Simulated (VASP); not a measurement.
Wanted: the native input for a VASP 6.6.1 run.

```yaml
Task: single point
Functional: PBE
Potentials_or_basis: VASP PAW PBE potentials, release 64 (B)
Cutoff: 500 eV
k_mesh: 6 × 4 × 4
Occupations: gaussian, width 0.1 eV
Spin: no spin polarisation
Dipole_correction: no
Further_INCAR_settings: ALGO = Normal; EDIFF = 1e-06; NBANDS = 22
```

The structure of B lies in POSCAR:

```
B
1.0
    3.2543547299      0.0000000000      0.0000000000
    0.8393713105      4.2582624495      0.0000000000
    0.7451002890      1.4561035588      4.0447602095
B
8
Direct
    0.3979189550      0.5159551561      0.4467643159
    0.9479452133      0.9067578177      0.8847291087
    0.3933806919      0.1198556051      0.8362353731
    0.1818459483      0.5123556459      0.8529464635
    0.9580467030      0.5197066311      0.2441641948
    0.6171891395      0.9037295607      0.2247146340
    0.2594193681      0.9009141871      0.5462946457
    0.7442539811      0.1207253963      0.4641512645
```

These files were run (other wordings do the same):

INCAR

```
  ALGO = Normal
  EDIFF = 1E-6
  ENCUT = 500
  GGA = PE
  GGA_COMPAT = False
  ISIF = 2
  ISMEAR = 0
  LASPH = True
  LCHARG = False
  LREAL = False
  LWAVE = False
  NBANDS = 22
  NELM = 120
  PREC = Accurate
  SIGMA = 0.1
```

KPOINTS

```
k-points
0
Gamma
  6 4 4
```

Potentials or basis: VASP PAW PBE potentials, release 64 (B).

Command:

```sh
$ cat potpaw_PBE.64/B/POTCAR > POTCAR
$ mpirun -np 1 vasp_std > vasp.out
```

It gave:

```
Pressure               : 0.2 GPa
Largest force          : 0.087 eV/Å
Band gap on the k mesh : zero (bands 12 and 13 overlap by 1.37 eV)
```

Caveat: the k points lie up to 0.39 Å⁻¹ apart, too coarse for converged energies and pressures of a metal.

Wall time 20 s on 1 thread of Intel(R) Xeon(R) 6975P-C (Granite Rapids), with other jobs on the host, peak memory 0.17 GiB.
